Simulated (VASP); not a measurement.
MoOs, 2 atoms in the cell. The typed cell holds 2 atoms: a = 2.782 Å, b = 2.782 Å, c = 4.507 Å, α = 90.00°, β = 90.00°, γ = 120.00°. 

```yaml
Program: VASP 6.6.1
Task: single point
Functional: LDA
Potentials_or_basis: VASP PAW LDA potentials, release 64 (Mo_sv, Os)
Cutoff: 520 eV
k_mesh: 9 × 9 × 5
Occupations: methfessel-paxton, width 0.05 eV
Spin: no spin polarisation
Dipole_correction: no
Further_INCAR_settings: ALGO = Normal; EDIFF = 1e-06; NBANDS = 18
```

Potentials or basis: VASP PAW LDA potentials, release 64 (Mo_sv, Os).

Command:

```console
$ cat potpaw_LDA.64/Mo_sv/POTCAR potpaw_LDA.64/Os/POTCAR > POTCAR
$ mpirun -np 1 vasp_std > vasp.out
```

Hardware: 1 thread of Intel(R) Xeon(R) Platinum 8488C (Sapphire Rapids) (shared host).

Task: Estimate the wall time of this run.

Result: Wall time 88 s on 1 thread of Intel(R) Xeon(R) Platinum 8488C (Sapphire Rapids), with other jobs on the host, peak memory 0.23 GiB. Counts: scf iterations 15, k points 203.
